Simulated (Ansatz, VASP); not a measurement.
# One calculation of AlCu3, two programs

```
Al Cu
1.0
     5.14073    0.00000    0.00000
    -2.57036    4.45200    0.00000
     0.00000    0.00000    4.17875
Al Cu
2 6
Cartesian
  2.5704 1.4840 1.0447
  0.0000 2.9680 3.1341
  1.2747 0.7360 3.1341
  3.8660 0.7360 3.1341
  2.5704 2.9801 3.1341
  1.2956 3.7160 1.0447
  -1.2956 3.7160 1.0447
  0.0000 1.4719 1.0447
```

Alike in both runs: functional PBEsol; k mesh 12 × 12 × 8; occupations gaussian, width 0.1 eV; no spin polarisation.

Ansatz relaxed the structure, and its values are those at the end. VASP's run is a single point on that final structure, the one shown.

```csv
,VASP,Ansatz
version,VASP 6.6.1,Ansatz 0.2.0
potentials or method,"VASP PAW PBE potentials, release 64 (Al, Cu), cutoff 520 eV","scalar-relativistic, plane waves, PAW"
valence electrons in the cell,72,120
```

```csv
,VASP,Ansatz,Ansatz less VASP
gap on the k mesh at the Fermi level (eV),none,none,-
pressure (GPa),0.6,0.0,-0.54
```

VASP's potentials were made for PBE, not for PBEsol. A gap of «none» marks a metal or a gap that the smearing closes. With one functional, cell and mesh, what is left measures potentials, basis and numerics. VASP's potentials hold 72 valence electrons a cell and Ansatz's 120, so a difference there can come from the potentials and not from the codes.
